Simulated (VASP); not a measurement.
# KCl in VASP: a series of runs, part 2 of 2

VASP 6.6.1. The steps go on from the part before.

### 3 Relaxation of cell and atoms, PBEsol

This run uses another cell than the first one, of 27.74 Å³/atom.

Contents of INCAR:

```
SYSTEM = KCl
PREC = Accurate
ENCUT = 600
EDIFF = 1E-7
ISMEAR = -1
SIGMA = 0.03
LREAL = .FALSE.
LASPH = .TRUE.
NELM = 100
ALGO = Normal
ISIF = 3
LWAVE = .FALSE.
LCHARG = .FALSE.
GGA = PS
IBRION = 2
NSW = 100
EDIFFG = -0.01
```

Contents of KPOINTS:

```
Automatic mesh
0
G
  6 6 4
  0 0 0
```

Contents of POSCAR:

```
KCl
1.0
    4.2838027800      0.0000000000      0.0000000000
   -2.1419013900      3.7098820323      0.0000000000
    0.0000000000      0.0000000000      6.9825985314
K Cl
2 2
Direct
    0.0000000000      0.0000000000      0.0000000000
    0.0000000000      0.0000000000      0.5000000000
    0.3333333333      0.6666666667      0.2500000000
    0.6666666667      0.3333333333      0.7500000000
```

Potentials or basis: VASP PAW PBE potentials, release 64 (K_sv, Cl).

Command:

```sh
$ cat potpaw_PBE.64/K_sv/POTCAR potpaw_PBE.64/Cl/POTCAR > POTCAR
$ mpirun -np 1 vasp_std > vasp.out
```

Wall time 6.7 min (1 thread of Oxide Virtual Turin-like, shared host); peak memory 0.25 GiB.

Results (log left out):

```
Free energy                           : -13.9334 eV
Relaxed volume                        : 30.67 Å³/atom
Relaxed cell                          : a = 4.319 Å, b = 4.319 Å, c = 7.594 Å, α = 90.00°, β = 90.00°, γ = 120.00°
Space group after relaxing (to 0.1 Å) : P6_3/mmc (No. 194)
Energy gained by relaxing             : 28.6 meV/atom
Ionic steps                           : 8
Pressure after relaxing               : 0.0 GPa
Band gap on the k mesh                : 5.02 eV
```

The path:
```csv
step,energy change (eV),largest force (eV/Å),pressure (GPa),volume (Å³)
1,0.0000,0.0000,2.40,110.97
2,-0.0804,0.0000,0.86,117.76
3,-0.0986,0.0000,-0.49,126.29
4,-0.1011,0.0000,-0.21,124.22
5,-0.1011,0.0000,-0.17,123.95
6,-0.1071,0.0000,-0.14,123.63
7,-0.1145,0.0000,-0.04,122.64
8,-0.1145,0.0000,-0.05,122.66
```

Final structure:
```yaml
crystal:
  lattice:
    - [4.31864, 0.00000, 0.00000]
    - [-2.15932, 3.74005, 0.00000]
    - [0.00000, 0.00000, 7.59443]
  atoms:
    - { symbol: K, position: [0.00000, 0.00000, 0.00000] }
    - { symbol: K, position: [0.00000, 0.00000, 0.50000] }
    - { symbol: Cl, position: [0.33333, 0.66667, 0.25000] }
    - { symbol: Cl, position: [0.66667, 0.33333, 0.75000] }
```

Levels at points of the mesh, in eV from the valence-band top:
```
           k point  band 14  band 15  band 16  band 17  band 18  band 19
(0.00, 0.00, 0.00)    -0.15     0.00     0.00     5.02     7.22     7.45
(0.50, 0.00, 0.00)    -0.46    -0.37    -0.22     6.64     7.70     7.71
(0.00, 0.00, 0.50)    -0.15    -0.15    -0.15     6.24     6.24     7.88
(0.50, 0.00, 0.50)    -0.44    -0.29    -0.29     7.29     7.29     7.79
```

Caveat: the PAW data sets were made with another functional, which shifts forces and pressure a little.

### 4 Single point, PBEsol

This run uses another cell than the first one: it holds 8 atoms, not 4.

Contents of INCAR:

```
SYSTEM = KCl
PREC = Accurate
ENCUT = 520
EDIFF = 1E-6
ISMEAR = -1
SIGMA = 0.05
LREAL = .False.
LASPH = .True.
NELM = 100
ALGO = Normal
ISIF = 2
LWAVE = .False.
LCHARG = .False.
GGA = PS
NBANDS = 42
```

Contents of KPOINTS:

```
regular mesh
0
Gamma
  6 6 2
  0 0 0
```

Contents of POSCAR:

```
KCl
1.0
    4.3081349610      0.0004946868     -0.0008889600
   -4.3072903756      7.4616135855      0.0017156085
   -0.0014916918      0.0008268833      7.5831048273
K Cl
4 4
Direct
   -0.0362822676     -0.0157484729      0.0007388906
   -0.0362048898     -0.0157099811      0.5007825097
   -0.0353024270      0.4842635629      0.0008853643
   -0.0350055668      0.4843506608      0.5008515442
    0.2981654491      0.3175710759      0.2508376260
    0.6304536882      0.1509947047      0.7507898270
    0.2971409460      0.8175945532      0.2507857256
    0.6312632394      0.6509521187      0.7508283856
```

Potentials or basis: VASP PAW PBE potentials, release 64 (K_sv, Cl).

Command:

```sh
$ cat potpaw_PBE.64/K_sv/POTCAR potpaw_PBE.64/Cl/POTCAR > POTCAR
$ mpirun -np 1 vasp_std > vasp.out
```

OUTCAR:

```text
SYSTEM = KCl
   PREC = Accurate
   ENCUT = 520
   EDIFF = 1E-6
   ISMEAR = -1
   LREAL = .False.
   LASPH = .True.
   NELM = 100
   ISIF = 2
   GGA = PS

 ion  position               nearest neighbor table
   1  0.964  0.984  0.001-   6 3.13   7 3.13   8 3.13   7 3.13   6 3.13   5 3.13   2 3.79   2 3.79

   2  0.964  0.984  0.501-   5 3.13   7 3.13   6 3.13   8 3.13   7 3.13   6 3.13   1 3.79   1 3.79

[... 1303 lines left out ...]
  Total        0.0654164      0.0663653      0.0885221     -0.0012736     -0.0040006      0.0072614
  in kB        0.4299315      0.4361677      0.5817873     -0.0083706     -0.0262931      0.0477235
  external PRESSURE =       0.4826288 kB  Pullay stress =       0.0000000 kB

 VOLUME and BASIS-vectors are now :
 -----------------------------------------------------------------------------
  energy-cutoff  :      520.00
  volume of cell :      243.78
      direct lattice vectors                 reciprocal lattice vectors
     4.308134961  0.000494687 -0.000888960     0.232103626  0.133984111  0.000031048
    -4.307290376  7.461613586  0.001715608    -0.000015391  0.134010388 -0.000014616
    -0.001491692  0.000826883  7.583104827     0.000027213 -0.000014612  0.131872112

 POSITION                                       TOTAL-FORCE (eV/Angst)
 -----------------------------------------------------------------------------------
     -0.08763      7.34458      0.00643         0.000761      0.000509      0.000767
     -0.08821      7.34528      3.79832         0.000649      0.000056      0.000135
      2.07018      3.61387      0.00669        -0.000709     -0.000233     -0.000631
      2.07034      3.61493      3.79798        -0.001755     -0.000781     -0.000298
     -0.08371      2.36995      1.90241        -0.000831      0.000329     -0.000117
      2.06458      1.12760      5.69302         0.000724     -0.000242      0.000035
     -2.24187      6.10093      1.90287         0.000834      0.000218      0.000058
     -0.08539      4.85809      5.69417         0.000327      0.000145      0.000051
 -----------------------------------------------------------------------------------
    total drift:                                0.000127     -0.000004     -0.000696

  FREE ENERGIE OF THE ION-ELECTRON SYSTEM (eV)
  ---------------------------------------------------
  free  energy   TOTEN  =       -27.8686874892 eV

  energy  without entropy=      -27.8686874891  energy(sigma->0) =      -27.86868749
```

Run time: 8.6 min. Hardware: 1 thread of Oxide Virtual Turin-like, shared host; peak memory 0.46 GiB.

Results:

- Free energy: -27.8687 eV
- Pressure: 0.0 GPa
- Band gap on the k mesh: 5.03 eV

Caveat: the PAW data sets were made with another functional, which shifts forces and pressure a little. A k mesh can miss the band edges.

### 5 Summary

| task | cell | k mesh | cutoff (eV) | smearing | gap on the mesh (eV) | pressure (GPa) |
| --- | --- | --- | --- | --- | --- | --- |
| single point | a = 4.310, b = 4.310, c = 7.577 Å, angles 90.0, 90.0, 120.0°, 4 atoms, atomic positions A | 6 × 6 × 4 | 520 | fermi-dirac 0.03 eV | 5.04 | 0.0 |
| relaxation of cell and atoms | relaxed from a = 4.284, b = 4.284, c = 6.983 Å, angles 90.0, 90.0, 120.0°, 4 atoms, atomic positions A | 6 × 6 × 4 | 600 | fermi-dirac 0.03 eV | 5.02 | 0.0 |
| single point | a = 4.308, b = 8.616, c = 7.583 Å, angles 90.0, 90.0, 120.0°, 8 atoms, atomic positions B | 6 × 6 × 2 | 520 | fermi-dirac 0.05 eV | 5.03 | 0.0 |

Alike in all rows: level PBEsol; potentials or basis VASP PAW PBE potentials, release 64 (K_sv, Cl); no spin polarisation.

Caveats: the PAW data sets were made with another functional, which shifts forces and pressure a little.

Total energies depend on the potentials used, so only differences within one code and one set of settings carry meaning.
